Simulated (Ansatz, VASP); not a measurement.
Si4Ru in VASP and in Ansatz

```
CELL_PARAMETERS angstrom
0.00000 3.49126 3.49126
3.49126 0.00000 3.49126
3.49126 3.49126 0.00000
ATOMIC_POSITIONS crystal
Si 0.11333 0.11333 0.11333
Si 0.11333 0.11333 0.66001
Si 0.11333 0.66001 0.11333
Si 0.66001 0.11333 0.11333
Ru 0.50000 0.50000 0.50000
```

Alike in both runs: task relaxation of cell and atoms; functional PBE; k mesh 4 × 4 × 4; occupations gaussian, width 0.1 eV; no spin polarisation.

|  | VASP | Ansatz |
| --- | --- | --- |
| version | VASP 6.6.1 | Ansatz 0.2.0 |
| potentials or method | VASP PAW PBE potentials, release 64 (Si, Ru_pv), cutoff 600 eV | scalar-relativistic, plane waves, PAW |
| valence electrons in the cell | 30 | 32 |

VASP gave:

- gap on the k mesh at the Fermi level, each at its own relaxed structure (eV): none
- relaxed volume (Å³/atom): 15.89
- relaxed length of the cell vector where the two differ most in proportion (Å): 4.825

Estimate Ansatz's values.

gap on the k mesh at the Fermi level, each at its own relaxed structure (eV): none; relaxed volume (Å³/atom): 15.96; relaxed length of the cell vector where the two differ most in proportion (Å): 4.833.

A gap of «none» marks a metal or a gap that the smearing closes. VASP's potentials hold 30 valence electrons a cell and Ansatz's 32, so a difference there can come from the potentials and not from the codes.

The k mesh is coarse, so the values compare programs but aren't converged.
